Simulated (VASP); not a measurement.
# Ge2Sb2Te (R3m) in VASP: single point with PBE

Aim: the single point of Ge2Sb2Te with PBE.

All numbers are computed with VASP 6.6.1; they aren't measurements. Logs are shortened: lines on timing, memory, paths and dates and some standing lists are left out, and cuts for length are marked.

### 1 The cell of the first run

The structure is trigonal, space group R3m (No. 160). Conventional cell: a = 5.241 Å, b = 5.241 Å, c = 18.766 Å, α = 90.00°, β = 90.00°, γ = 120.00°. Ge (site symmetry 3m) has 1 Ge at 2.63 Å and 6 Sb at 3.08 to 3.09 Å within 3.5 Å. Ge (site symmetry 3m) has 1 Ge at 2.63 Å and 1 Sb at 3.01 Å and 3 Te at 3.03 Å within 3.5 Å. Within 4.0 Å of Sb (site symmetry 3m) lie 4 Ge at 3.01 to 3.09 Å and 3 Sb at 3.03 Å and 1 Te at 3.29 Å. Within 4.0 Å of Sb (site symmetry 3m) lie 1 Te at 3.01 Å and 3 Sb at 3.03 Å and 3 Ge at 3.08 Å. Te (site symmetry 3m) has 2 Sb at 3.01 to 3.29 Å and 3 Ge at 3.03 Å within 4.0 Å.

### 2 Single point, PBE

The input, INCAR:

```
PREC = Accurate
ENCUT = 500
EDIFF = 1E-6
ISMEAR = 0
SIGMA = 0.2
LREAL = F
LASPH = T
NELM = 120
ALGO = Normal
ISIF = 2
LWAVE = F
LCHARG = F
GGA = PE
NBANDS = 30
GGA_COMPAT = F
```

The input, KPOINTS:

```
regular mesh
0
Gamma
  4 4 4
```

The input, POSCAR:

```
Ge2Sb2Te
1.0
    2.6205108559      1.5129526500      6.2554346222
   -2.6205108559      1.5129526500      6.2554346222
    0.0000000000     -3.0259052942      6.2554346236
Ge Sb Te
2 2 1
Direct
    0.0498006996      0.0498006996      0.0498006996
    0.9095334599      0.9095334599      0.9095334599
    0.7493385190      0.7493385190      0.7493385190
    0.4135788570      0.4135788570      0.4135788570
    0.5738699945      0.5738699945      0.5738699945
```

Potentials or basis: VASP PAW PBE potentials, release 64 (Ge_d, Sb, Te).

Command:

```console
> cat potpaw_PBE.64/Ge_d/POTCAR potpaw_PBE.64/Sb/POTCAR potpaw_PBE.64/Te/POTCAR > POTCAR
> mpirun -np 1 vasp_std > vasp.out
```

OUTCAR:

```text
PREC = Accurate
   ENCUT = 500
   EDIFF = 1E-6
   ISMEAR = 0
   LREAL = F
   LASPH = T
   NELM = 120
   ISIF = 2
   GGA = PE

 ion  position               nearest neighbor table
   1  0.050  0.050  0.050-   2 2.63   4 3.08   4 3.08   4 3.08   3 3.09   3 3.09   3 3.09
   2  0.910  0.910  0.910-   1 2.63   3 3.01   5 3.03   5 3.03   5 3.03
   3  0.749  0.749  0.749-   2 3.01   4 3.03   4 3.03   4 3.03   1 3.09   1 3.09   1 3.09   5 3.29

   4  0.414  0.414  0.414-   5 3.01   3 3.03   3 3.03   3 3.03   1 3.08   1 3.08   1 3.08
   5  0.574  0.574  0.574-   4 3.01   2 3.03   2 3.03   2 3.03   3 3.29

  LATTYP: Found a trigonal (rhomboedric) cell.
 ALAT       =     6.9488535155
 COS(alpha) =     0.7155698642

  Lattice vectors:

 A1 = (   2.6205108559,   1.5129526500,   6.2554346222)
 A2 = (  -2.6205108559,   1.5129526500,   6.2554346222)
 A3 = (   0.0000000000,  -3.0259052942,   6.2554346236)

Analysis of symmetry for initial positions (statically):
=====================================================================
 Subroutine PRICEL returns:
 Original cell was already a primitive cell.

 Routine SETGRP: Setting up the symmetry group for a
 trigonal (rhombohedral) supercell.

 Subroutine GETGRP returns: Found  6 space group operations
 (whereof  6 operations were pure point group operations)
 out of a pool of 12 trial point group operations.

The static configuration has the point symmetry C_3v.

Analysis of symmetry for dynamics (positions and initial velocities):
=====================================================================
 Subroutine PRICEL returns:
 Original cell was already a primitive cell.

 Routine SETGRP: Setting up the symmetry group for a
 trigonal (rhombohedral) supercell.

 Subroutine GETGRP returns: Found  6 space group operations
 (whereof  6 operations were pure point group operations)
 out of a pool of 12 trial point group operations.

The dynamic configuration has the point symmetry C_3v.

 Subroutine INISYM returns: Found  6 space group operations
 (whereof  6 operations are pure point group operations),
 and found     1 'primitive' translations

----------------------------------------------------------------------------------------

                                     Primitive cell

  volume of cell :     148.8059

  direct lattice vectors                    reciprocal lattice vectors
     2.620510856  1.512952650  6.255434622     0.190802491  0.110159870  0.053286998
    -2.620510856  1.512952650  6.255434622    -0.190802491  0.110159870  0.053286998
     0.000000000 -3.025905294  6.255434624     0.000000000 -0.220319740  0.053286998

  length of vectors
     6.948853515  6.948853515  6.948853515     0.226672212  0.226672212  0.226672212

  position of ions in fractional coordinates (direct lattice)
     0.049800700  0.049800700  0.049800700
     0.909533460  0.909533460  0.909533460
     0.749338519  0.749338519  0.749338519
     0.413578857  0.413578857  0.413578857
     0.573869995  0.573869995  0.573869995

  ion indices of the primitive-cell ions
   primitive index   ion index
                 1           1
                 2           2
                 3           3
                 4           4
                 5           5

----------------------------------------------------------------------------------------

 KPOINTS: regular mesh

Automatic generation of k-mesh.
 Grid dimensions read from file:
 generate k-points for:    4    4    4

 Generating k-lattice:

  Cartesian coordinates                     Fractional coordinates (reciprocal lattice)
     0.047700623  0.027539967  0.013321750     0.250000000 -0.000000000  0.000000000
    -0.047700623  0.027539967  0.013321750    -0.000000000  0.250000000  0.000000000
     0.000000000 -0.055079935  0.013321750     0.000000000  0.000000000  0.250000000

  Length of vectors
     0.056668053  0.056668053  0.056668053

  Shift w.r.t. Gamma in fractional coordinates (k-lattice)
     0.000000000  0.000000000  0.000000000

 Subroutine IBZKPT returns following result:
 ===========================================

 Found     13 irreducible k-points:

 Following reciprocal coordinates:
            Coordinates               Weight
  0.000000  0.000000  0.000000      1.000000
  0.250000  0.000000 -0.000000      6.000000
  0.500000  0.000000 -0.000000      3.000000
  0.250000  0.250000 -0.000000      6.000000
  0.500000  0.250000 -0.000000     12.000000
 -0.250000  0.250000  0.000000      6.000000
  0.500000  0.500000 -0.000000      3.000000
  0.250000  0.250000  0.250000      2.000000
  0.500000  0.250000  0.250000      6.000000
 -0.250000  0.250000  0.250000      6.000000
  0.500000  0.500000  0.250000      6.000000
 -0.250000  0.500000  0.250000      6.000000
  0.500000  0.500000  0.500000      1.000000
   k-points           NKPTS =     13   k-points in BZ     NKDIM =     13   number of bands    NBANDS=     30
   number of dos      NEDOS =    301   number of ions     NIONS =      5
   total plane-waves  NPLWV = 157464
   dimension x,y,z NGX =    54 NGY =   54 NGZ =   54
   dimension x,y,z NGXF=   108 NGYF=  108 NGZF=  108
   ions per type =               2   2   1
   NGX,Y,Z   is equivalent  to a cutoff of  12.92, 12.92, 12.92 a.u.
   NGXF,Y,Z  is equivalent  to a cutoff of  25.84, 25.84, 25.84 a.u.
 SYSTEM =  unknown system
   PREC   = accura    normal or accurate (medium, high low for compatibility)
   ISTART =      0    job   : 0-new  1-cont  2-samecut
   ICHARG =      2    charge: 1-file 2-atom 10-const
   ISPIN  =      1    spin polarized calculation?
   LNONCOLLINEAR =      F non collinear calculations
   LSORBIT =      F    spin-orbit coupling
   LASPH  =      T    aspherical Exc in radial PAW
   ENCUT  =  500.0 eV  36.75 Ry    6.06 a.u.  12.67 12.67 12.67*2*pi/ulx,y,z
   NELM   =    120;   NELMIN=  2; NELMDL= -5     # of ELM steps
   EDIFF  = 0.1E-05   stopping-criterion for ELM
   LREAL  =      F    real-space projection
   EDIFFG = 0.1E-04   stopping-criterion for IOM
   NSW    =      0    number of steps for IOM
   IBRION =     -1    ionic relax: 0-MD 1-quasi-New 2-CG
   NFREE  =      0    steps in history (QN), initial steepest desc. (CG)
   ISIF   =      2    stress and relaxation
   ISYM   =      2    0-nonsym 1-usesym 2-fastsym
   POTIM  = 0.5000    time-step for ionic-motion
   TEBEG  =    0.0;   TEEND  =   0.0 temperature during run
   PSTRESS=    0.0 pullay stress
   NELECT =      44.0000    total number of electrons
   NUPDOWN=      -1.0000    fix difference up-down
   EMIN   =  10.00;   EMAX   =-10.00  energy-range for DOS
   EFERMI =   0.00;   METHOD = LEGACY
   ISMEAR =     0;   SIGMA  =   0.20  broadening in eV -4-tet -1-fermi 0-gaus
   EFERMI_NEDOS =   21; number of points for ismear=-14 and -15
   IALGO  =     38    algorithm
   IMIX   =      4    mixing-type and parameters
     AMIX     =   0.40;   BMIX     =  1.00
     AMIX_MAG =   1.60;   BMIX_MAG =  1.00
  volume/ion in A,a.u.               =      29.76       200.84
  Fermi-wavevector in a.u.,A,eV,Ry     =   1.090651  2.061031 16.184390  1.189519
  Thomas-Fermi vector in A             =   2.226880
   LORBIT       =      0    0 simple, 1 ext, 2 COOP (PROOUT), +10 PAW based schemes
   GGA     = PE    functional components
   LHFCALC =     F    Hartree Fock is set to
   AEXX    =    0.0000 exact exchange contribution
   IVDW    =     0    specifies the selected vdW correction
   LEPSILON=     F    determine dielectric tensor
   LRPA    =     F    only Hartree local field effects (RPA)
 non-spin polarized calculation
 Gauss-broadening in eV      SIGMA  =   0.20
  energy-cutoff  :      500.00
  volume of cell :      148.81
 maximum number of plane-waves:      3827
 NGX is ok and might be reduce to    54
   NGX = 25   NGY = 25   NGZ = 25

 number of electron      43.9999998 magnetization

 Free energy of the ion-electron system (eV)
  ---------------------------------------------------
  ext. energy  EPLUGINS =         0.00000000
  ---------------------------------------------------
  free energy    TOTEN  =       -19.32642575 eV

  energy without entropy =      -19.29737455  energy(sigma->0) =      -19.31190015

 E-fermi :   5.5549     XC(G=0):  -9.2587

 val. band max:        5.5324589456   @ k =  -0.2500   0.2500   0.0000
 cond. band min:       5.6476384877   @ k =   0.2500   0.2500  -0.0000
 fundamental gap:      0.1151795421
 Fermi energy:         5.5548739090

 k-point     1 :       0.0000    0.0000    0.0000
  band No.  band energies     occupation
      1     -19.3712      2.00000
      2     -19.3712      2.00000
      3     -19.2910      2.00000
      4     -19.2874      2.00000
      5     -19.2874      2.00000
      6     -19.1572      2.00000
[... 22 lines left out ...]
     29      11.0030      0.00000
     30      11.1315      0.00000

 k-point     2 :       0.2500    0.0000   -0.0000
  band No.  band energies     occupation
      1     -19.3713      2.00000
      2     -19.3710      2.00000
      3     -19.2908      2.00000
      4     -19.2875      2.00000
      5     -19.2874      2.00000
      6     -19.1572      2.00000
[... 22 lines left out ...]
     29      10.2277      0.00000
     30      10.6086      0.00000

 k-point     3 :       0.5000    0.0000   -0.0000
  band No.  band energies     occupation
      1     -19.3714      2.00000
      2     -19.3708      2.00000
      3     -19.2907      2.00000
      4     -19.2876      2.00000
      5     -19.2874      2.00000
      6     -19.1573      2.00000
[... 22 lines left out ...]
     29       9.4699      0.00000
     30       9.6200      0.00000

 k-point     4 :       0.2500    0.2500   -0.0000
  band No.  band energies     occupation
      1     -19.3713      2.00000
      2     -19.3710      2.00000
      3     -19.2909      2.00000
      4     -19.2874      2.00000
      5     -19.2874      2.00000
      6     -19.1572      2.00000
[... 22 lines left out ...]
     29      10.0342      0.00000
     30      10.3566      0.00000

 k-point     5 :       0.5000    0.2500   -0.0000
  band No.  band energies     occupation
      1     -19.3714      2.00000
      2     -19.3709      2.00000
      3     -19.2907      2.00000
      4     -19.2875      2.00000
      5     -19.2874      2.00000
      6     -19.1571      2.00000
[... 22 lines left out ...]
     29       9.5702      0.00000
     30      10.4438      0.00000

 k-point     6 :      -0.2500    0.2500    0.0000
  band No.  band energies     occupation
      1     -19.3714      2.00000
      2     -19.3709      2.00000
      3     -19.2907      2.00000
      4     -19.2875      2.00000
      5     -19.2874      2.00000
      6     -19.1571      2.00000
[... 22 lines left out ...]
     29       9.4613      0.00000
     30      10.6891      0.00000

 k-point     7 :       0.5000    0.5000   -0.0000
  band No.  band energies     occupation
      1     -19.3714      2.00000
      2     -19.3708      2.00000
      3     -19.2908      2.00000
      4     -19.2875      2.00000
      5     -19.2875      2.00000
      6     -19.1573      2.00000
[... 22 lines left out ...]
     29       9.7040      0.00000
     30       9.8115      0.00000

 k-point     8 :       0.2500    0.2500    0.2500
  band No.  band energies     occupation
      1     -19.3712      2.00000
      2     -19.3712      2.00000
      3     -19.2911      2.00000
      4     -19.2874      2.00000
      5     -19.2874      2.00000
      6     -19.1571      2.00000
[... 22 lines left out ...]
     29      10.1765      0.00000
     30      10.8522      0.00000

 k-point     9 :       0.5000    0.2500    0.2500
  band No.  band energies     occupation
      1     -19.3713      2.00000
      2     -19.3710      2.00000
      3     -19.2909      2.00000
      4     -19.2875      2.00000
      5     -19.2874      2.00000
      6     -19.1572      2.00000
[... 22 lines left out ...]
     29      10.0063      0.00000
     30      10.9374      0.00000

 k-point    10 :      -0.2500    0.2500    0.2500
  band No.  band energies     occupation
      1     -19.3714      2.00000
      2     -19.3708      2.00000
      3     -19.2907      2.00000
      4     -19.2875      2.00000
      5     -19.2874      2.00000
      6     -19.1573      2.00000
[... 22 lines left out ...]
     29       9.4602      0.00000
     30      10.1027      0.00000

 k-point    11 :       0.5000    0.5000    0.2500
  band No.  band energies     occupation
      1     -19.3713      2.00000
      2     -19.3710      2.00000
      3     -19.2910      2.00000
      4     -19.2875      2.00000
      5     -19.2875      2.00000
      6     -19.1572      2.00000
[... 22 lines left out ...]
     29       9.7835      0.00000
     30      10.9397      0.00000

 k-point    12 :      -0.2500    0.5000    0.2500
  band No.  band energies     occupation
      1     -19.3714      2.00000
      2     -19.3709      2.00000
      3     -19.2908      2.00000
      4     -19.2875      2.00000
      5     -19.2875      2.00000
      6     -19.1571      2.00000
[... 22 lines left out ...]
     29       9.8599      0.00000
     30      10.0817      0.00000

 k-point    13 :       0.5000    0.5000    0.5000
  band No.  band energies     occupation
      1     -19.3712      2.00000
      2     -19.3712      2.00000
      3     -19.2911      2.00000
      4     -19.2874      2.00000
      5     -19.2874      2.00000
      6     -19.1571      2.00000
[... 22 lines left out ...]
     29      10.1791      0.00000
     30      10.4978      0.00000

------------------------ aborting loop because EDIFF is reached ----------------------------------------

  FORCE on cell =-STRESS in cart. coord.  units (eV):
  Direction    XX          YY          ZZ          XY          YZ          ZX
  --------------------------------------------------------------------------------------
  -------------------------------------------------------------------------------------
  Total        0.0755419      0.0755419      0.5347834      0.0000000      0.0000000     -0.0000000
  in kB        0.8133520      0.8133520      5.7579578      0.0000000      0.0000000     -0.0000000
  external PRESSURE =       2.4615539 kB  Pullay stress =       0.0000000 kB

 VOLUME and BASIS-vectors are now :
 -----------------------------------------------------------------------------
  energy-cutoff  :      500.00
  volume of cell :      148.81
      direct lattice vectors                 reciprocal lattice vectors
     2.620510856  1.512952650  6.255434622     0.190802491  0.110159870  0.053286998
    -2.620510856  1.512952650  6.255434622    -0.190802491  0.110159870  0.053286998
     0.000000000 -3.025905294  6.255434624     0.000000000 -0.220319740  0.053286998

 POSITION                                       TOTAL-FORCE (eV/Angst)
 -----------------------------------------------------------------------------------
      0.00000      0.00000      0.93458         0.000000     -0.000000     -0.007174
      0.00000      0.00000     17.06858         0.000000      0.000000      0.021972
      0.00000      0.00000     14.06231         0.000000     -0.000000     -0.013540
      0.00000      0.00000      7.76135         0.000000     -0.000000     -0.007166
      0.00000      0.00000     10.76942         0.000000      0.000000      0.005908
 -----------------------------------------------------------------------------------
    total drift:                               -0.000000     -0.000000     -0.000647

  FREE ENERGIE OF THE ION-ELECTRON SYSTEM (eV)
  ---------------------------------------------------
  free  energy   TOTEN  =       -19.3264257490 eV

  energy  without entropy=      -19.2973745517  energy(sigma->0) =      -19.31190015
```

Wall time 2.1 min (1 thread of Intel Xeon 6975P-C, shared host); peak memory 0.41 GiB.

What came out:

- Free energy: -19.3264 eV
- Pressure: 0.2 GPa
- Largest force: 0.022 eV/Å
- Band gap on the k mesh: zero (band 22 reaches 6.53 eV, above the bottom of band 23 at 3.57 eV)

Forces on the atoms (eV/Å):
```
Ge   0.000  0.000 -0.007
Ge   0.000  0.000  0.022
Sb   0.000  0.000 -0.014
Sb   0.000  0.000 -0.007
Te   0.000  0.000  0.006
```

Stress tensor (GPa, compression positive):
```
0.08 0.00 0.00
0.00 0.08 0.00
0.00 0.00 0.58
```

Levels at points of the mesh, in eV from the Fermi level:
| k point | band 18 | band 19 | band 20 | band 21 | band 22 | band 23 | band 24 | band 25 | band 26 | band 27 |
| --- | --- | --- | --- | --- | --- | --- | --- | --- | --- | --- |
| (0.00, 0.00, 0.00) | -3.45 | -3.01 | -3.01 | -2.02 | -2.02 | -0.37 | 0.83 | 0.83 | 1.66 | 2.31 |
| (0.50, 0.00, 0.00) | -3.51 | -2.40 | -2.08 | 0.36 | 0.98 | 1.38 | 1.85 | 1.96 | 2.51 | 2.57 |
| (0.50, 0.50, 0.00) | -2.85 | -2.72 | -1.80 | -0.99 | 0.75 | 1.15 | 1.56 | 1.60 | 2.01 | 2.53 |
| (0.50, 0.50, 0.50) | -2.85 | -2.67 | -2.67 | -2.10 | -1.99 | -1.99 | -1.23 | 1.25 | 1.25 | 2.76 |

Caveat: spin-orbit coupling is left out, which moves the levels of the heavy elements.
